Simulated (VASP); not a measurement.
Runs of VASP 6.6.1 on AlSi5. The structure is that of space group P6/mmm (No. 191), or close to it. The cells are those of the table. 

| task | cell | k mesh | cutoff (eV) | gap on the mesh (eV) | pressure (GPa) | relaxed volume (Å³/atom) |
| --- | --- | --- | --- | --- | --- | --- |
| single point | a = 5.266, b = 5.266, c = 4.427 Å, angles 90.0, 90.0, 120.0°, 6 atoms | 6 × 6 × 4 | 520 | none | (a) | - |
| single point | a = 4.895, b = 4.895, c = 4.718 Å, angles 90.0, 90.0, 120.0°, 6 atoms | 12 × 12 × 8 | 520 | none | 0.0 | - |
| relaxation of cell and atoms | relaxed from a = 4.916, b = 4.916, c = 4.639 Å, angles 90.0, 90.0, 120.0°, 6 atoms | 12 × 12 × 8 | 600 | none | -0.1 | 16.33 |
| single point | a = 4.916, b = 4.916, c = 4.639 Å, angles 90.0, 90.0, 120.0°, 6 atoms | 6 × 6 × 4 | 520 | none | 0.0 | - |
| relaxation of cell and atoms | relaxed from a = 5.266, b = 5.266, c = 4.427 Å, angles 90.0, 90.0, 120.0°, 6 atoms | 6 × 6 × 4 | 600 | none | -0.1 | 16.21 |

Alike in all rows: level PBE; potentials or basis VASP PAW PBE potentials, release 64 (Al, Si); no spin polarisation; smearing gaussian 0.1 eV.

Task: Estimate the missing entries.

Result: (a) -5.2.

A gap of «none» marks levels without a gap at the run's occupations.
